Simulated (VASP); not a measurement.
# Cu (C2/c) in VASP: single point with RPBE

Aim: the single point of Cu with RPBE.

Program: VASP 6.6.1. These are calculated values, not measurements. Logs are shortened: lines on timing, memory, paths and dates and some standing lists are left out, and cuts for length are marked.

**1. The cell of the first run**

The typed cell holds 2 atoms: a = 2.599 Å, b = 2.599 Å, c = 4.979 Å, α = 105.13°, β = 105.13°, γ = 120.00°.

This isn't the form of Cu at room conditions, which is fcc.

**2. Single point, RPBE**

Contents of INCAR:

```
SYSTEM = Cu
PREC = Accurate ; ENCUT = 520
EDIFF = 1E-6 ; ISMEAR = -1
SIGMA = 0.1 ; LREAL = .FALSE.
LASPH = .TRUE. ; NELM = 60
ALGO = Normal ; ISIF = 2
LWAVE = .FALSE. ; LCHARG = .FALSE.
GGA = RP ; ISYM = 0
NBANDS = 18
```

Contents of KPOINTS:

```
Automatic mesh
0
G
  14 14 10
  0 0 0
```

Contents of POSCAR:

```
Cu
1.0
   -1.7462659571      1.4368665483      1.2808525451
    1.4368665483     -1.7462659571      1.2808525451
    3.2692254373      3.2692254373     -1.8475181290
Cu
2
Direct
    0.9585120015      0.0414879985      0.0000000000
    0.7914879985      0.2085120015      0.5000000000
```

Potentials or basis: VASP PAW PBE potentials, release 64 (Cu).

Launch:

```sh
> cat potpaw_PBE.64/Cu/POTCAR > POTCAR
> mpirun -np 1 vasp_std > vasp.out
```

OUTCAR:

```text
SYSTEM = Cu
   PREC = Accurate
   ENCUT = 520
   EDIFF = 1E-6
   ISMEAR = -1
   LREAL = .FALSE.
   LASPH = .TRUE.
   NELM = 60
   ISIF = 2
   GGA = RP
   ISYM = 0

 ion  position               nearest neighbor table
   1  0.959  0.041  0.000-   2 2.60   2 2.60   2 2.60   2 2.60   2 2.60   2 2.60
   2  0.791  0.209  0.500-   1 2.60   1 2.60   1 2.60   1 2.60   1 2.60   1 2.60

IMPORTANT INFORMATION: All symmetrisations will be switched off!
NOSYMM: (Re-)initialisation of all symmetry stuff for point group C_1.

----------------------------------------------------------------------------------------

                                     Primitive cell

  volume of cell :      24.8385

  direct lattice vectors                    reciprocal lattice vectors
    -1.746265957  1.436866548  1.280852545    -0.038695442  0.275460503  0.418961173
     1.436866548 -1.746265957  1.280852545     0.275460503 -0.038695442  0.418961173
     3.269225437  3.269225437 -1.847518129     0.164145146  0.164145146  0.039650474

  length of vectors
     2.598963931  2.598963931  4.978854603     0.502895905  0.502895905  0.235498233

  position of ions in fractional coordinates (direct lattice)
     0.958512001  0.041487999  1.000000000
     0.791487999  0.208512001  0.500000000

  ion indices of the primitive-cell ions
   primitive index   ion index
                 1           1
                 2           2

----------------------------------------------------------------------------------------

 KPOINTS: Automatic mesh

Automatic generation of k-mesh.
 Grid dimensions read from file:
 generate k-points for:   14   14   10

 Generating k-lattice:

  Cartesian coordinates                     Fractional coordinates (reciprocal lattice)
    -0.002763960  0.019675750  0.029925798     0.071428571  0.000000000  0.000000000
     0.019675750 -0.002763960  0.029925798     0.000000000  0.071428571  0.000000000
     0.016414515  0.016414515  0.003965047     0.000000000  0.000000000  0.100000000

  Length of vectors
     0.035921136  0.035921136  0.023549823

  Shift w.r.t. Gamma in fractional coordinates (k-lattice)
     0.000000000  0.000000000  0.000000000

 Subroutine IBZKPT returns following result:
 ===========================================

 Found    984 irreducible k-points:

 Following reciprocal coordinates:
            Coordinates               Weight
  0.000000  0.000000  0.000000      1.000000
  0.071429  0.000000  0.000000      2.000000
  0.000000 -0.071429 -0.000000      2.000000
  0.142857 -0.000000 -0.000000      2.000000
  0.000000 -0.142857  0.000000      2.000000
  0.214286 -0.000000  0.000000      2.000000
[... 16 lines left out ...]
  0.357143  0.071429  0.000000      2.000000
 -0.071429 -0.357143 -0.000000      2.000000
 [... further k-points ...]
   k-points           NKPTS =    984   k-points in BZ     NKDIM =    984   number of bands    NBANDS=     18
   number of dos      NEDOS =    301   number of ions     NIONS =      2
   total plane-waves  NPLWV =  16000
   dimension x,y,z NGX =    20 NGY =   20 NGZ =   40
   dimension x,y,z NGXF=    40 NGYF=   40 NGZF=   80
   ions per type =               2
   NGX,Y,Z   is equivalent  to a cutoff of  12.79, 12.79, 13.36 a.u.
   NGXF,Y,Z  is equivalent  to a cutoff of  25.59, 25.59, 26.71 a.u.
 SYSTEM =  Cu
   PREC   = accura    normal or accurate (medium, high low for compatibility)
   ISTART =      0    job   : 0-new  1-cont  2-samecut
   ICHARG =      2    charge: 1-file 2-atom 10-const
   ISPIN  =      1    spin polarized calculation?
   LNONCOLLINEAR =      F non collinear calculations
   LSORBIT =      F    spin-orbit coupling
   LASPH  =      T    aspherical Exc in radial PAW
   ENCUT  =  520.0 eV  38.22 Ry    6.18 a.u.   4.83  4.83  9.26*2*pi/ulx,y,z
   NELM   =     60;   NELMIN=  2; NELMDL= -5     # of ELM steps
   EDIFF  = 0.1E-05   stopping-criterion for ELM
   LREAL  =      F    real-space projection
   EDIFFG = 0.1E-04   stopping-criterion for IOM
   NSW    =      0    number of steps for IOM
   IBRION =     -1    ionic relax: 0-MD 1-quasi-New 2-CG
   NFREE  =      0    steps in history (QN), initial steepest desc. (CG)
   ISIF   =      2    stress and relaxation
   ISYM   =      0    0-nonsym 1-usesym 2-fastsym
   POTIM  = 0.5000    time-step for ionic-motion
   TEBEG  =    0.0;   TEEND  =   0.0 temperature during run
   PSTRESS=    0.0 pullay stress
   NELECT =      22.0000    total number of electrons
   NUPDOWN=      -1.0000    fix difference up-down
   EMIN   =  10.00;   EMAX   =-10.00  energy-range for DOS
   EFERMI =   0.00;   METHOD = LEGACY
   ISMEAR =    -1;   SIGMA  =   0.10  broadening in eV -4-tet -1-fermi 0-gaus
   EFERMI_NEDOS =   21; number of points for ismear=-14 and -15
   IALGO  =     38    algorithm
   IMIX   =      4    mixing-type and parameters
     AMIX     =   0.40;   BMIX     =  1.00
     AMIX_MAG =   1.60;   BMIX_MAG =  1.00
  volume/ion in A,a.u.               =      12.42        83.81
  Fermi-wavevector in a.u.,A,eV,Ry     =   1.572198  2.971023 33.630952  2.471805
  Thomas-Fermi vector in A             =   2.673668
   LORBIT       =      0    0 simple, 1 ext, 2 COOP (PROOUT), +10 PAW based schemes
   GGA     = RP    functional components
   LHFCALC =     F    Hartree Fock is set to
   AEXX    =    0.0000 exact exchange contribution
   IVDW    =     0    specifies the selected vdW correction
   LEPSILON=     F    determine dielectric tensor
   LRPA    =     F    only Hartree local field effects (RPA)
 non-spin polarized calculation
  energy-cutoff  :      520.00
  volume of cell :       24.84
 maximum number of plane-waves:       687
   NGX =  9   NGY =  9   NGZ = 19

 number of electron      22.0000001 magnetization

 Free energy of the ion-electron system (eV)
  ---------------------------------------------------
  ext. energy  EPLUGINS =         0.00000000
  ---------------------------------------------------
  free energy    TOTEN  =        -6.50227348 eV

  energy without entropy =       -6.47660499  energy(sigma->0) =       -6.48943924

 E-fermi :   7.1048     XC(G=0): -12.2986

 val. band max:        7.0998373757   @ k =  -0.4286   0.2857  -0.4000
 cond. band min:       7.1169924808   @ k =   0.0000   0.5000  -0.4000
 fundamental gap:      0.0171551051
 Fermi energy:         7.1048118792

 k-point     1 :       0.0000    0.0000    0.0000
  band No.  band energies     occupation
      1      -1.8305      2.00000
      2       2.3407      2.00000
      3       4.2595      2.00000
      4       4.3183      2.00000
      5       4.3196      2.00000
      6       4.5089      2.00000
[... 10 lines left out ...]
     17      29.8508      0.00000
     18      29.8548      0.00000

 k-point     2 :       0.0714    0.0000    0.0000
  band No.  band energies     occupation
      1      -1.6266      2.00000
      2       2.4074      2.00000
      3       4.1731      2.00000
      4       4.3632      2.00000
      5       4.3694      2.00000
      6       4.4653      2.00000
[... 10 lines left out ...]
     17      29.8705      0.00000
     18      30.8045      0.00000

 k-point     3 :       0.0000   -0.0714   -0.0000
  band No.  band energies     occupation
      1      -1.6266      2.00000
      2       2.4074      2.00000
      3       4.1731      2.00000
      4       4.3632      2.00000
      5       4.3694      2.00000
      6       4.4653      2.00000
[... 10 lines left out ...]
     17      29.8705      0.00000
     18      30.8037      0.00000

 k-point     4 :       0.1429   -0.0000   -0.0000
  band No.  band energies     occupation
      1      -1.0267      2.00000
      2       2.5937      2.00000
      3       4.0463      2.00000
      4       4.1286      2.00000
      5       4.3317      2.00000
      6       4.4661      2.00000
[... 10 lines left out ...]
     17      27.9160      0.00000
     18      28.7977      0.00000

 k-point     5 :       0.0000   -0.1429    0.0000
  band No.  band energies     occupation
      1      -1.0267      2.00000
      2       2.5937      2.00000
      3       4.0463      2.00000
      4       4.1286      2.00000
      5       4.3317      2.00000
      6       4.4661      2.00000
[... 10 lines left out ...]
     17      27.9160      0.00000
     18      28.7977      0.00000

 k-point     6 :       0.2143   -0.0000    0.0000
  band No.  band energies     occupation
      1      -0.0777      2.00000
      2       2.8256      2.00000
      3       3.6449      2.00000
      4       3.9516      2.00000
      5       4.1835      2.00000
      6       4.5076      2.00000
[... 10 lines left out ...]
     17      26.5167      0.00000
     18      27.3428      0.00000

 k-point     7 :       0.0000   -0.2143   -0.0000
  band No.  band energies     occupation
      1      -0.0777      2.00000
      2       2.8256      2.00000
      3       3.6449      2.00000
      4       3.9516      2.00000
      5       4.1835      2.00000
      6       4.5076      2.00000
[... 10 lines left out ...]
     17      26.5167      0.00000
     18      27.3428      0.00000

 k-point     8 :       0.2857    0.0000    0.0000
  band No.  band energies     occupation
      1       1.0823      2.00000
      2       2.8761      2.00000
      3       3.4386      2.00000
      4       3.8895      2.00000
      5       4.1679      2.00000
      6       4.5496      2.00000
[... 10 lines left out ...]
     17      26.0451      0.00000
     18      26.1303      0.00000
[... 229 lines left out ...]
     17      25.1796      0.00000
     18      26.2094      0.00000

 k-point    20 :      -0.0714   -0.2143    0.0000
  band No.  band energies     occupation
      1       0.7318      2.00000
      2       2.8466      2.00000
      3       3.4905      2.00000
      4       3.8983      2.00000
      5       4.1007      2.00000
      6       4.4247      2.00000
[... 10 lines left out ...]
     17      25.1796      0.00000
     18      26.2094      0.00000

 k-point    21 :       0.2857    0.0714    0.0000
  band No.  band energies     occupation
      1       1.8363      2.00000
      2       2.7784      2.00000
      3       3.4777      2.00000
      4       3.8077      2.00000
      5       4.2559      2.00000
      6       4.5339      2.00000
[... 10 lines left out ...]
     17      23.5666      0.00000
     18      25.1474      0.00000

 k-point    22 :      -0.0714   -0.2857    0.0000
  band No.  band energies     occupation
      1       1.8363      2.00000
      2       2.7784      2.00000
      3       3.4777      2.00000
      4       3.8077      2.00000
      5       4.2559      2.00000
      6       4.5339      2.00000
[... 10 lines left out ...]
     17      23.5666      0.00000
     18      25.1474      0.00000

 k-point    23 :       0.3571    0.0714    0.0000
  band No.  band energies     occupation
      1       2.4498      2.00000
      2       2.6913      2.00000
      3       3.5203      2.00000
      4       3.6678      2.00000
      5       4.5591      2.00000
      6       4.7922      2.00000
[... 10 lines left out ...]
     17      22.3063      0.00000
     18      24.4672      0.00000

 k-point    24 :      -0.0714   -0.3571   -0.0000
  band No.  band energies     occupation
      1       2.4498      2.00000
      2       2.6913      2.00000
      3       3.5203      2.00000
      4       3.6678      2.00000
      5       4.5591      2.00000
      6       4.7922      2.00000
[... 10 lines left out ...]
     17      22.3063      0.00000
     18      24.4672      0.00000

 [... further k-points ...]

------------------------ aborting loop because EDIFF is reached ----------------------------------------

  FORCE on cell =-STRESS in cart. coord.  units (eV):
  Direction    XX          YY          ZZ          XY          YZ          ZX
  --------------------------------------------------------------------------------------
  -------------------------------------------------------------------------------------
  Total       -0.0034583     -0.0034820     -0.0019092     -0.0035044      0.0020736      0.0020622
  in kB       -0.2230711     -0.2246027     -0.1231480     -0.2260485      0.1337522      0.1330187
  external PRESSURE =      -0.1902740 kB  Pullay stress =       0.0000000 kB

 VOLUME and BASIS-vectors are now :
 -----------------------------------------------------------------------------
  energy-cutoff  :      520.00
  volume of cell :       24.84
      direct lattice vectors                 reciprocal lattice vectors
    -1.746265957  1.436866548  1.280852545    -0.038695442  0.275460503  0.418961173
     1.436866548 -1.746265957  1.280852545     0.275460503 -0.038695442  0.418961173
     3.269225437  3.269225437 -1.847518129     0.164145146  0.164145146  0.039650474

 POSITION                                       TOTAL-FORCE (eV/Angst)
 -----------------------------------------------------------------------------------
     -1.61420      1.30480      1.28085        -0.000031      0.000031      0.000003
      0.55207      2.40776      0.35709         0.000031     -0.000031     -0.000003
 -----------------------------------------------------------------------------------
    total drift:                                0.000004     -0.000003      0.000005

  FREE ENERGIE OF THE ION-ELECTRON SYSTEM (eV)
  ---------------------------------------------------
  free  energy   TOTEN  =        -6.5022734797 eV

  energy  without entropy=       -6.4766049905  energy(sigma->0) =       -6.48943924
```

It took 2.3 min on 1 thread of Intel Xeon 6975P-C (Granite Rapids), shared host; peak memory 0.44 GiB.

What came out:

```yaml
Free_energy: -6.5023 eV
Pressure: 0.0 GPa
Band_gap_on_the_k_mesh: zero (bands 11 and 12 overlap by 5.39 eV)
```

Caveat: the PAW data sets were made with another functional, which shifts forces and pressure a little.
